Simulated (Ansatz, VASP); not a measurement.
Ti3Si in VASP and in Ansatz

```
Ti Si
1.0
     5.58381    0.00000    0.00000
    -2.79190    4.83572    0.00000
     0.00000    0.00000    4.47321
Ti Si
6 2
Direct
  0.34318 0.17159 0.75000
  0.82841 0.17159 0.75000
  0.82841 0.65682 0.75000
  0.65682 0.82841 0.25000
  0.17159 0.82841 0.25000
  0.17159 0.34318 0.25000
  0.33333 0.66667 0.75000
  0.66667 0.33333 0.25000
```

Alike in both runs: functional PBEsol; k mesh 6 × 6 × 8; occupations gaussian, width 0.1 eV; no spin polarisation.

Ansatz relaxed the structure, and its values are those at the end. VASP's run is a single point on that final structure, the one shown.

|  | VASP | Ansatz |
| --- | --- | --- |
| version | VASP 6.6.1 | Ansatz 0.2.0 |
| potentials or method | VASP PAW PBE potentials, release 64 (Ti_sv, Si), cutoff 520 eV | scalar-relativistic, plane waves, PAW |
| valence electrons in the cell | 80 | 80 |

|  | VASP | Ansatz | Ansatz less VASP |
| --- | --- | --- | --- |
| gap on the k mesh at the Fermi level (eV) | none | none | - |
| pressure (GPa) | -0.1 | 0.0 | +0.08 |
| rms of the force components (eV/Å) | 0.006 | 0.000 | -0.0056 |

VASP's potentials were made for PBE, not for PBEsol. A gap of «none» marks a metal or a gap that the smearing closes. The functional is the same, so the differences come from potentials, cutoffs and numerics.
